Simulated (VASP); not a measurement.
# Hf (Fm-3m) in VASP: notebook, part 2 of 2

VASP 6.6.1. Earlier steps stand in the parts before.

## Step 4: Single point, PBE0

This run uses another cell than the first one, of 21.01 Å³/atom.

POSCAR

```
Hf
1.0
    0.0000000000      2.1899963220      2.1899963220
    2.1899963220      0.0000000000      2.1899963220
    2.1899963220      2.1899963220      0.0000000000
Hf
1
Direct
    0.0000000000      0.0000000000      0.0000000000
```

INCAR.step1

```
PREC = Accurate
ENCUT = 520
EDIFF = 1E-5
ISMEAR = -1
SIGMA = 0.05
LREAL = False
LASPH = True
NELM = 80
ALGO = Normal
ISIF = 2
LWAVE = True
GGA = PE
NBANDS = 11
```

INCAR.step2

```
PREC = Accurate
ENCUT = 520
EDIFF = 1E-6
ISMEAR = -1
SIGMA = 0.05
LREAL = False
LASPH = True
NELM = 80
ALGO = Normal
ISIF = 2
LWAVE = False
LCHARG = True
GGA = PE
LHFCALC = True
AEXX = 0.25
PRECFOCK = Normal
LELF = True
LVHAR = True
ISTART = 1
NBANDS = 11
```

KPOINTS

```
regular mesh
0
Gamma
  6 6 6
```

Potentials or basis: VASP PAW PBE potentials, release 64 (Hf_pv).

Run with:

```console
cat potpaw_PBE.64/Hf_pv/POTCAR > POTCAR
cp INCAR.step1 INCAR
mpirun -np 1 vasp_std > vasp.out
cp INCAR.step2 INCAR
mpirun -np 1 vasp_std > vasp.out
```

OUTCAR:

```text
PREC = Accurate
   ENCUT = 520
   EDIFF = 1E-6
   ISMEAR = -1
   LREAL = False
   LASPH = True
   NELM = 80
   ISIF = 2
   GGA = PE
   LHFCALC = True
   AEXX = 0.25
   PRECFOCK = Normal
   ISTART = 1

 ion  position               nearest neighbor table
   1  0.000  0.000  0.000-

  LATTYP: Found a face centered cubic cell.
 ALAT       =     4.3799926440

  Lattice vectors:

 A1 = (   0.0000000000,   2.1899963220,   2.1899963220)
 A2 = (   2.1899963220,   0.0000000000,   2.1899963220)
 A3 = (   2.1899963220,   2.1899963220,   0.0000000000)

Analysis of symmetry for initial positions (statically):
=====================================================================
 Subroutine PRICEL returns:
 Original cell was already a primitive cell.

 Routine SETGRP: Setting up the symmetry group for a
 face centered cubic supercell.

 Subroutine GETGRP returns: Found 48 space group operations
 (whereof 48 operations were pure point group operations)
 out of a pool of 48 trial point group operations.

The static configuration has the point symmetry O_h .

Analysis of symmetry for dynamics (positions and initial velocities):
=====================================================================
 Subroutine PRICEL returns:
 Original cell was already a primitive cell.

 Routine SETGRP: Setting up the symmetry group for a
 face centered cubic supercell.

 Subroutine GETGRP returns: Found 48 space group operations
 (whereof 48 operations were pure point group operations)
 out of a pool of 48 trial point group operations.

The dynamic configuration has the point symmetry O_h .

 Subroutine INISYM returns: Found 48 space group operations
 (whereof 48 operations are pure point group operations),
 and found     1 'primitive' translations
[... 110 lines left out ...]
   LHFCALC =     T    Hartree Fock is set to
   PRECFOCK=normal    Normal, Fast or Accurate (Low or Medium for compatibility)
   ENCUT4O =  -1.0   cutoff for four orbital integrals eV
   NKREDX  =     1    reduce k-point grid by
   NKREDY  =     1    reduce k-point grid by
   NKREDZ  =     1    reduce k-point grid by
   AEXX    =    0.2500 exact exchange contribution
   HFSCREEN=    0.0000 screening length (either q_TF or 0.3 A-1)
   HFSCREENC=   0.0000 screening length for correlation (either q_TF or 0.3 A-1)
   ENCUTFOCK=  -1.0 apply spherical cutoff to Coloumb kernel
   IVDW    =     0    specifies the selected vdW correction
   LEPSILON=     F    determine dielectric tensor
   LRPA    =     F    only Hartree local field effects (RPA)
 non-spin polarized calculation
  energy-cutoff  :      520.00
  volume of cell :       21.01
 maximum number of plane-waves:       588
  NGX = 18; NGY = 18; NGZ = 18

 number of electron      10.0000001 magnetization

 Free energy of the ion-electron system (eV)
  ---------------------------------------------------
  ext. energy  EPLUGINS =         0.00000000
  ---------------------------------------------------
  free energy    TOTEN  =       -12.12657683 eV

  energy without entropy =      -12.12078531  energy(sigma->0) =      -12.12368107

 E-fermi :   5.0117     XC(G=0):  -9.1097

 val. band max:        4.9449452692   @ k =   0.5000   0.3333   0.1667
 cond. band min:       5.3876177121   @ k =  -0.3333   0.3333   0.1667
 fundamental gap:      0.4426724429
 Fermi energy:         5.0117141767

 k-point     1 :       0.0000    0.0000    0.0000
  band No.  band energies     occupation
      1     -27.3788      2.00000
      2     -27.3788      2.00000
      3     -27.3788      2.00000
      4      -3.8543      2.00000
      5       7.4230      0.00000
      6       7.4230      0.00000
      7       7.4230      0.00000
      8      10.8113      0.00000
      9      10.8113      0.00000
     10      17.6847      0.00000
     11      20.1623      0.00000
[... 197 lines left out ...]
 k-point    16 :      -0.3333    0.5000    0.1667
  band No.  band energies     occupation
      1     -28.2591      2.00000
      2     -27.9290      2.00000
      3     -27.7734      2.00000
      4       1.8193      2.00000
      5       3.0584      2.00000
      6       6.3965      0.00000
      7       9.7271      0.00000
      8      13.8438      0.00000
      9      15.6521      0.00000
     10      16.2689      0.00000
     11      16.8316      0.00000

------------------------ aborting loop because EDIFF is reached ----------------------------------------

  FORCE on cell =-STRESS in cart. coord.  units (eV):
  Direction    XX          YY          ZZ          XY          YZ          ZX
  --------------------------------------------------------------------------------------
  -------------------------------------------------------------------------------------
  Total        0.9082777      0.9082777      0.9082777      0.0000000      0.0000000     -0.0000000
  in kB       69.2738076     69.2738076     69.2738076      0.0000000      0.0000000     -0.0000000
  external PRESSURE =      69.2738076 kB  Pullay stress =       0.0000000 kB

 VOLUME and BASIS-vectors are now :
 -----------------------------------------------------------------------------
  energy-cutoff  :      520.00
  volume of cell :       21.01
      direct lattice vectors                 reciprocal lattice vectors
     0.000000000  2.189996322  2.189996322    -0.228310886  0.228310886  0.228310886
     2.189996322  0.000000000  2.189996322     0.228310886 -0.228310886  0.228310886
     2.189996322  2.189996322  0.000000000     0.228310886  0.228310886 -0.228310886

 POSITION                                       TOTAL-FORCE (eV/Angst)
 -----------------------------------------------------------------------------------
      0.00000      0.00000      0.00000        -0.000000     -0.000000      0.000000
 -----------------------------------------------------------------------------------
    total drift:                                0.000000      0.000000      0.000000

  FREE ENERGIE OF THE ION-ELECTRON SYSTEM (eV)
  ---------------------------------------------------
  free  energy   TOTEN  =       -12.1265768270 eV

  energy  without entropy=      -12.1207853084  energy(sigma->0) =      -12.12368107
```

OUTCAR.step1:

```text
PREC = Accurate
   ENCUT = 520
   EDIFF = 1E-5
   ISMEAR = -1
   LREAL = False
[... 428 lines left out ...]

 POSITION                                       TOTAL-FORCE (eV/Angst)
 -----------------------------------------------------------------------------------
      0.00000      0.00000      0.00000         0.000000     -0.000000     -0.000000
 -----------------------------------------------------------------------------------
    total drift:                                0.000000     -0.000000     -0.000000

  FREE ENERGIE OF THE ION-ELECTRON SYSTEM (eV)
  ---------------------------------------------------
  free  energy   TOTEN  =        -9.8298299705 eV

  energy  without entropy=       -9.8145576116  energy(sigma->0) =       -9.82219379
```

Run time: 9.3 min. Hardware: 1 thread of AMD EPYC 7R13 (Zen 3), shared host; peak memory 0.13 GiB.

Results:

| Quantity | Value |
| --- | --- |
| Free energy | -12.1266 eV |
| Pressure | 6.9 GPa |
| Band gap on the k mesh | zero (bands 5 and 6 overlap by 2.48 eV) |

Caveat: the k points lie up to 0.41 Å⁻¹ apart, too coarse for converged energies and pressures of a metal; the PAW data sets were made with another functional, which shifts forces and pressure a little; spin-orbit coupling is left out, which moves the levels of the heavy elements.

## Step 5: The runs side by side

| level | potentials or basis | U | cell | k mesh | cutoff (eV) | smearing | grid for exact exchange (PRECFOCK) | share of exact exchange | gap on the mesh (eV) | pressure (GPa) |
| --- | --- | --- | --- | --- | --- | --- | --- | --- | --- | --- |
| LDA+U | VASP PAW LDA potentials, release 64 (Hf_pv) | Hf d U = 6.0 eV | a = 3.140 Å, angles 60.0°, 1 atom | 10 × 10 × 10 | 500 | methfessel-paxton 0.15 eV | - | - | none | 16.9 |
| PBE0 | VASP PAW PBE potentials, release 64 (Hf_pv) | - | a = 3.075 Å, angles 60.0°, 1 atom | 6 × 6 × 6 | 520 | fermi-dirac 0.05 eV | Normal | 0.25 | none | 9.9 |
| PBE0 | VASP PAW PBE potentials, release 64 (Hf_pv) | - | a = 3.097 Å, angles 60.0°, 1 atom | 6 × 6 × 6 | 520 | fermi-dirac 0.05 eV | Normal | 0.25 | none | 6.9 |

Alike in all rows: task single point; no spin polarisation.

Caveats: some runs use coarse meshes; spin-orbit coupling is left out, which moves the levels of the heavy elements; the PAW data sets were made with another functional, which shifts forces and pressure a little (at least some runs); the cell stands under pressure (at least some runs); U without spin polarisation on a metal has little footing (at least some runs); the U is typed as a test and isn't derived for this compound (at least some runs).

Absolute energies hang on the potentials; compare differences alone.
